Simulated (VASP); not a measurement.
Here is a VASP 6.6.1 calculation.

POSCAR

```
GaSb
1.0
    0.0000000000      3.1354750000      2.9825250000
    3.1354750000      0.0000000000      2.9825250000
    3.1354750000      3.1354750000      0.0000000000
Ga Sb
1 1
Direct
    0.0000000000      0.0000000000      0.0000000000
    0.7500000000      0.7500000000      0.7500000000
```

File INCAR.step1:

```
SYSTEM = GaSb
PREC = Accurate ; ENCUT = 520
ISMEAR = 0 ; SIGMA = 0.05
LREAL = .FALSE. ; LASPH = .TRUE.
NELM = 80 ; NBANDS = 16
GGA = PE ; ALGO = Normal
EDIFF = 1E-4 ; LWAVE = .TRUE.
LCHARG = .FALSE.
```

Contents of INCAR.step2:

```
SYSTEM = GaSb
PREC = Accurate ; ENCUT = 520
EDIFF = 1E-6 ; ISMEAR = 0
SIGMA = 0.05 ; LREAL = .FALSE.
LASPH = .TRUE. ; NELM = 80
ALGO = Normal ; ISIF = 2
LWAVE = .FALSE. ; LCHARG = .FALSE.
METAGGA = R2SCAN ; LMIXTAU = .TRUE.
NBANDS = 16 ; ISTART = 1
```

The input KPOINTS:

```
regular mesh
0
G
  10 10 10
  0 0 0
```

Potentials or basis: VASP PAW PBE potentials, release 64 (Ga_d, Sb).

Launch:

```bash
$ cat potpaw_PBE.64/Ga_d/POTCAR potpaw_PBE.64/Sb/POTCAR > POTCAR
$ cp INCAR.step1 INCAR
$ mpirun -np 1 vasp_std > vasp.out
$ cp INCAR.step2 INCAR
$ mpirun -np 1 vasp_std > vasp.out
```

**Question.** Predict the band gap on the k mesh.

**Answer.** 0.07 eV.

**Question.** Predict the pressure.

**Answer.** -0.8 GPa.

Stress tensor (GPa, compression positive):
```
-1.55  0.00  0.00
 0.00 -1.55  0.00
 0.00  0.00  0.67
```

Caveat: the cell differs from its parent crystal (strain +0.025 along x and y, -0.025 along z); semilocal functionals underestimate gaps, and a narrow one can read as zero; the PAW data sets were made with another functional, which shifts forces and pressure a little; spin-orbit coupling is left out, which moves the levels of the heavy elements. A k mesh can miss the band edges.
